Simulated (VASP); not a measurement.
Write the native input for VASP 6.6.1 that does the following.

- Task: electric field gradients
- Functional: PBE
- Potentials or basis: VASP PAW PBE potentials, release 64 (Tl_d)
- Cutoff: 520 eV
- k mesh: 13 × 13 × 13
- Occupations: fermi-dirac, width 0.05 eV
- Spin: no spin polarisation
- Dipole correction: no
- Further INCAR settings: ALGO = Normal; EDIFF = 1e-08; NBANDS = 12

The structure of Tl lies in POSCAR:

```
Tl
1.0
   -1.9728253286      1.9728253286      1.9728253286
    1.9728253286     -1.9728253286      1.9728253286
    1.9728253286      1.9728253286     -1.9728253286
Tl
1
Direct
    0.0000000000      0.0000000000      0.0000000000
```

This isn't the form of Tl at room conditions, which is hcp.

One way to write it, as run:

INCAR

```
SYSTEM = Tl
PREC     = Accurate       ! precision mode
ENCUT    = 520            ! plane-wave cutoff, eV
EDIFF    = 1E-8           ! SCF threshold, eV
ISMEAR   = -1             ! smearing method
SIGMA    = 0.05           ! smearing width, eV
LREAL    = .False.        ! projectors in reciprocal space
LASPH    = .True.         ! aspherical terms in the spheres
NELM     = 60             ! most SCF steps
ALGO     = Normal         ! electronic algorithm
ISIF     = 2              ! what is computed and relaxed
LWAVE    = .False.        ! write WAVECAR
LCHARG   = .False.        ! write CHGCAR
GGA      = PE             ! functional
LEFG     = .True.       
NBANDS   = 12             ! bands
```

KPOINTS

```
Automatic mesh
0
Gamma
  13 13 13
  0 0 0
```

Potentials or basis: VASP PAW PBE potentials, release 64 (Tl_d).

Command:

```bash
$ cat potpaw_PBE.64/Tl_d/POTCAR > POTCAR
$ mpirun -np 1 vasp_std > vasp.out
```

Results of the run:

```json
{"Pressure": "0.6 GPa", "Band gap on the k mesh": "zero (an odd number of electrons rules out a gap without spin polarisation)", "Largest electric field gradient by atom": "under 0.05 V/Å² on every atom"}
```

Caveat: spin-orbit coupling is left out, which moves the levels of the heavy elements.

Wall time 38 s on 1 thread of Intel Xeon 8259CL, with other jobs on the host, peak memory 0.17 GiB.
